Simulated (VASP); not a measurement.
# SnO (P4/nmm) in VASP: settings compared, part 2 of 2

VASP 6.6.1.

### Step 6. Single point, PBE

This run uses another cell than the first one, of 17.77 Å³/atom, 0.980 times its volume.

The input, INCAR:

```
PREC = Accurate ; ENCUT = 910
EDIFF = 1E-6 ; ISMEAR = 0
SIGMA = 0.023 ; LREAL = F
LASPH = T ; NELM = 120
ALGO = Normal ; ISIF = 2
LWAVE = F ; LCHARG = F
GGA = PE ; NBANDS = 28
GGA_COMPAT = F
```

The input, KPOINTS:

```
regular mesh
0
Gamma
  7 7 6
```

The input, POSCAR:

```
SnO
1.0
    3.8136952200      0.0000000000      0.0000000000
    0.0000000000      3.8136952200      0.0000000000
    0.0000000000      0.0000000000      4.8869133000
Sn O
2 2
Direct
    0.5000000000      0.0000000000      0.7646261400
    0.0000000000      0.5000000000      0.2353738600
    0.0000000000      0.0000000000      0.0000000000
    0.5000000000      0.5000000000      0.0000000000
```

Potentials or basis: VASP PAW PBE potentials, release 64 (Sn_d, O_h).

On the command line:

```sh
$ cat potpaw_PBE.64/Sn_d/POTCAR potpaw_PBE.64/O_h/POTCAR > POTCAR
$ mpirun -np 1 vasp_std > vasp.out
```

OUTCAR:

```text
PREC = Accurate
   ENCUT = 910
   EDIFF = 1E-6
   ISMEAR = 0
   LREAL = F
   LASPH = T
   NELM = 120
   ISIF = 2
   GGA = PE

 ion  position               nearest neighbor table
   1  0.500  0.000  0.765-   3 2.23   4 2.23   4 2.23   3 2.23   2 3.54   2 3.54   2 3.54   2 3.54
                             2 3.74   2 3.74   2 3.74   2 3.74
   2  0.000  0.500  0.235-   3 2.23   4 2.23   3 2.23   4 2.23   1 3.54   1 3.54   1 3.54   1 3.54
                             1 3.74   1 3.74   1 3.74   1 3.74
   3  0.000  0.000  0.000-   1 2.23   2 2.23   2 2.23   1 2.23
   4  0.500  0.500  0.000-   1 2.23   2 2.23   1 2.23   2 2.23

  LATTYP: Found a simple tetragonal cell.
 ALAT       =     3.8136952200
 C/A-ratio  =     1.2814116016

  Lattice vectors:

 A1 = (   3.8136952200,   0.0000000000,   0.0000000000)
 A2 = (   0.0000000000,   3.8136952200,   0.0000000000)
 A3 = (   0.0000000000,   0.0000000000,   4.8869133000)

Analysis of symmetry for initial positions (statically):
=====================================================================
 Subroutine PRICEL returns:
 Original cell was already a primitive cell.

 Routine SETGRP: Setting up the symmetry group for a
 simple tetragonal supercell.

 Subroutine GETGRP returns: Found 16 space group operations
 (whereof  8 operations were pure point group operations)
 out of a pool of 16 trial point group operations.

The static configuration has the point symmetry D_2d.
 The point group associated with its full space group is D_4h.

Analysis of symmetry for dynamics (positions and initial velocities):
=====================================================================
 Subroutine PRICEL returns:
 Original cell was already a primitive cell.

 Routine SETGRP: Setting up the symmetry group for a
 simple tetragonal supercell.

 Subroutine GETGRP returns: Found 16 space group operations
 (whereof  8 operations were pure point group operations)
 out of a pool of 16 trial point group operations.

The dynamic configuration has the point symmetry D_2d.
 The point group associated with its full space group is D_4h.

 Subroutine INISYM returns: Found 16 space group operations
 (whereof  8 operations are pure point group operations),
 and found     1 'primitive' translations

----------------------------------------------------------------------------------------

                                     Primitive cell

  volume of cell :      71.0766

  direct lattice vectors                    reciprocal lattice vectors
     3.813695220  0.000000000  0.000000000     0.262212878  0.000000000  0.000000000
     0.000000000  3.813695220  0.000000000     0.000000000  0.262212878  0.000000000
     0.000000000  0.000000000  4.886913300     0.000000000  0.000000000  0.204628144

  length of vectors
     3.813695220  3.813695220  4.886913300     0.262212878  0.262212878  0.204628144

  position of ions in fractional coordinates (direct lattice)
     0.500000000  0.000000000  0.764626140
     0.000000000  0.500000000  0.235373860
     0.000000000  0.000000000  0.000000000
     0.500000000  0.500000000  0.000000000

  ion indices of the primitive-cell ions
   primitive index   ion index
                 1           1
                 2           2
                 3           3
                 4           4

----------------------------------------------------------------------------------------

 KPOINTS: regular mesh

Automatic generation of k-mesh.
 Grid dimensions read from file:
 generate k-points for:    7    7    6

 Generating k-lattice:

  Cartesian coordinates                     Fractional coordinates (reciprocal lattice)
     0.037458983  0.000000000  0.000000000     0.142857143  0.000000000  0.000000000
     0.000000000  0.037458983  0.000000000     0.000000000  0.142857143  0.000000000
     0.000000000  0.000000000  0.034104691     0.000000000  0.000000000  0.166666667

  Length of vectors
     0.037458983  0.037458983  0.034104691

  Shift w.r.t. Gamma in fractional coordinates (k-lattice)
     0.000000000  0.000000000  0.000000000

 Subroutine IBZKPT returns following result:
 ===========================================

 Found     40 irreducible k-points:

 Following reciprocal coordinates:
            Coordinates               Weight
  0.000000  0.000000  0.000000      1.000000
  0.142857  0.000000  0.000000      4.000000
  0.285714  0.000000  0.000000      4.000000
  0.428571  0.000000  0.000000      4.000000
  0.142857  0.142857  0.000000      4.000000
  0.285714  0.142857  0.000000      8.000000
[... 16 lines left out ...]
  0.285714  0.000000  0.333333      8.000000
  0.428571  0.000000  0.333333      8.000000
 [... further k-points ...]
   k-points           NKPTS =     40   k-points in BZ     NKDIM =     40   number of bands    NBANDS=     28
   number of dos      NEDOS =    301   number of ions     NIONS =      4
   total plane-waves  NPLWV =  76800
   dimension x,y,z NGX =    40 NGY =   40 NGZ =   48
   dimension x,y,z NGXF=    80 NGYF=   80 NGZF=   96
   ions per type =               2   2
   NGX,Y,Z   is equivalent  to a cutoff of  17.44, 17.44, 16.33 a.u.
   NGXF,Y,Z  is equivalent  to a cutoff of  34.87, 34.87, 32.66 a.u.
 SYSTEM =  unknown system
   PREC   = accura    normal or accurate (medium, high low for compatibility)
   ISTART =      0    job   : 0-new  1-cont  2-samecut
   ICHARG =      2    charge: 1-file 2-atom 10-const
   ISPIN  =      1    spin polarized calculation?
   LNONCOLLINEAR =      F non collinear calculations
   LSORBIT =      F    spin-orbit coupling
   LASPH  =      T    aspherical Exc in radial PAW
   ENCUT  =  910.0 eV  66.88 Ry    8.18 a.u.   9.38  9.38 12.02*2*pi/ulx,y,z
   NELM   =    120;   NELMIN=  2; NELMDL= -5     # of ELM steps
   EDIFF  = 0.1E-05   stopping-criterion for ELM
   LREAL  =      F    real-space projection
   EDIFFG = 0.1E-04   stopping-criterion for IOM
   NSW    =      0    number of steps for IOM
   IBRION =     -1    ionic relax: 0-MD 1-quasi-New 2-CG
   NFREE  =      0    steps in history (QN), initial steepest desc. (CG)
   ISIF   =      2    stress and relaxation
   ISYM   =      2    0-nonsym 1-usesym 2-fastsym
   POTIM  = 0.5000    time-step for ionic-motion
   TEBEG  =    0.0;   TEEND  =   0.0 temperature during run
   PSTRESS=    0.0 pullay stress
   NELECT =      40.0000    total number of electrons
   NUPDOWN=      -1.0000    fix difference up-down
   EMIN   =  10.00;   EMAX   =-10.00  energy-range for DOS
   EFERMI =   0.00;   METHOD = LEGACY
   ISMEAR =     0;   SIGMA  =   0.02  broadening in eV -4-tet -1-fermi 0-gaus
   EFERMI_NEDOS =   21; number of points for ismear=-14 and -15
   IALGO  =     38    algorithm
   IMIX   =      4    mixing-type and parameters
     AMIX     =   0.40;   BMIX     =  1.00
     AMIX_MAG =   1.60;   BMIX_MAG =  1.00
  volume/ion in A,a.u.               =      17.77       119.91
  Fermi-wavevector in a.u.,A,eV,Ry     =   1.351614  2.554180 24.855939  1.826860
  Thomas-Fermi vector in A             =   2.479021
   LORBIT       =      0    0 simple, 1 ext, 2 COOP (PROOUT), +10 PAW based schemes
   GGA     = PE    functional components
   LHFCALC =     F    Hartree Fock is set to
   AEXX    =    0.0000 exact exchange contribution
   IVDW    =     0    specifies the selected vdW correction
   LEPSILON=     F    determine dielectric tensor
   LRPA    =     F    only Hartree local field effects (RPA)
 non-spin polarized calculation
 Gauss-broadening in eV      SIGMA  =   0.02
  energy-cutoff  :      910.00
  volume of cell :       71.08
 maximum number of plane-waves:      4454
 NGX is ok and might be reduce to    40
   NGX = 19   NGY = 19   NGZ = 25

 number of electron      39.9999995 magnetization

 Free energy of the ion-electron system (eV)
  ---------------------------------------------------
  ext. energy  EPLUGINS =         0.00000000
  ---------------------------------------------------
  free energy    TOTEN  =       -22.69972465 eV

  energy without entropy =      -22.69972465  energy(sigma->0) =      -22.69972465

 E-fermi :   7.3488     XC(G=0): -10.1744

 val. band max:        7.2235141182   @ k =   0.0000   0.0000   0.0000
 cond. band min:       7.6086201485   @ k =   0.4286   0.4286   0.0000
 fundamental gap:      0.3851060303
 Fermi energy:         7.3487540751

 k-point     1 :       0.0000    0.0000    0.0000
  band No.  band energies     occupation
      1     -14.7789      2.00000
      2     -14.3438      2.00000
      3     -14.3436      2.00000
      4     -14.3436      2.00000
      5     -14.3013      2.00000
      6     -14.2913      2.00000
[... 20 lines left out ...]
     27      14.0099      0.00000
[... 691 lines left out ...]
      6     -14.3019      2.00000
[... 20 lines left out ...]
     27      16.0239      0.00000
     28      16.8793      0.00000

 [... further k-points ...]
[... 5 lines left out ...]
  --------------------------------------------------------------------------------------
  -------------------------------------------------------------------------------------
  Total        1.7742638      1.7742638      1.3640162      0.0000000      0.0000000      0.0000000
  in kB       39.9946763     39.9946763     30.7470533      0.0000000      0.0000000      0.0000000
  external PRESSURE =      36.9121353 kB  Pullay stress =       0.0000000 kB

 VOLUME and BASIS-vectors are now :
 -----------------------------------------------------------------------------
  energy-cutoff  :      910.00
  volume of cell :       71.08
      direct lattice vectors                 reciprocal lattice vectors
     3.813695220  0.000000000  0.000000000     0.262212878  0.000000000  0.000000000
     0.000000000  3.813695220  0.000000000     0.000000000  0.262212878  0.000000000
     0.000000000  0.000000000  4.886913300     0.000000000  0.000000000  0.204628144

 POSITION                                       TOTAL-FORCE (eV/Angst)
 -----------------------------------------------------------------------------------
      1.90685      0.00000      3.73666         0.000000      0.000000     -0.447262
      0.00000      1.90685      1.15025        -0.000000      0.000000      0.447262
      0.00000      0.00000      0.00000         0.000000     -0.000000      0.000000
      1.90685      1.90685      0.00000        -0.000000      0.000000      0.000000
 -----------------------------------------------------------------------------------
    total drift:                               -0.000000      0.000000      0.000000

  FREE ENERGIE OF THE ION-ELECTRON SYSTEM (eV)
  ---------------------------------------------------
  free  energy   TOTEN  =       -22.6997246538 eV

  energy  without entropy=      -22.6997246538  energy(sigma->0) =      -22.69972465
```

Run time: 62 s. Hardware: 1 thread of Intel Xeon 6975P-C (Granite Rapids), shared host; peak memory 0.35 GiB.

Results:

```yaml
Free_energy: -22.6997 eV
Pressure: 3.7 GPa
Largest_force: 0.447 eV/Å
Band_gap_on_the_k_mesh: 0.39 eV, indirect (least direct gap 2.05 eV)
```

Forces in eV/Å, atoms in the order of the input:
```
Sn   0.000  0.000 -0.447
Sn   0.000  0.000  0.447
O    0.000  0.000  0.000
O    0.000  0.000  0.000
```

Caveat: the cutoff is under 1.25 times the usual one of these potentials, so pressure, stress and relaxed cells hold a basis-set (Pulay) error; spin-orbit coupling is left out, which moves the levels of the heavy elements.

### Step 7. Summary

```tsv
level	potentials or basis	cell	k mesh	cutoff (eV)	smearing	second run	grid for exact exchange (PRECFOCK)	gap on the mesh (eV)	pressure (GPa)	largest force (eV/Å)
PBEsol	VASP PAW PBE potentials, release 64 (Sn_d, O)	a = 3.839, b = 3.839, c = 4.919 Å, 4 atoms	7 × 7 × 6	520	fermi-dirac 0.05 eV	-	-	0.43	-2.1	0.11
PBE	VASP PAW PBE potentials, release 64 (Sn_d, O_h)	a = 3.814, b = 3.814, c = 4.887 Å, 4 atoms	7 × 7 × 6	910	gaussian 0.022 eV	hard_potentials	-	0.39	3.7	0.45
HF	VASP PAW PBE potentials, release 64 (Sn_d, O)	a = 3.814, b = 3.814, c = 4.887 Å, 4 atoms	4 × 4 × 3	520	fermi-dirac 0.05 eV	-	Normal	5.10	-0.6	0.93
PBE	VASP PAW PBE potentials, release 64 (Sn_d, O_h)	a = 3.840, b = 3.840, c = 4.783 Å, 4 atoms	7 × 7 × 6	910	fermi-dirac 0.05 eV	hard_potentials	-	0.28	2.1	0.07
PBE	VASP PAW PBE potentials, release 64 (Sn_d, O_h)	a = 3.814, b = 3.814, c = 4.887 Å, 4 atoms	7 × 7 × 6	910	gaussian 0.023 eV	hard_potentials	-	0.39	3.7	0.45
```

Alike in all rows: task single point; no spin polarisation.

Caveats: some runs use coarse meshes; spin-orbit coupling is left out, which moves the levels of the heavy elements; the cutoff is under 1.25 times the usual one of these potentials, so pressure, stress and relaxed cells hold a basis-set (Pulay) error (some runs); the PAW data sets were made with another functional, which shifts forces and pressure a little (some runs).

Absolute energies hang on the potentials; compare differences alone.
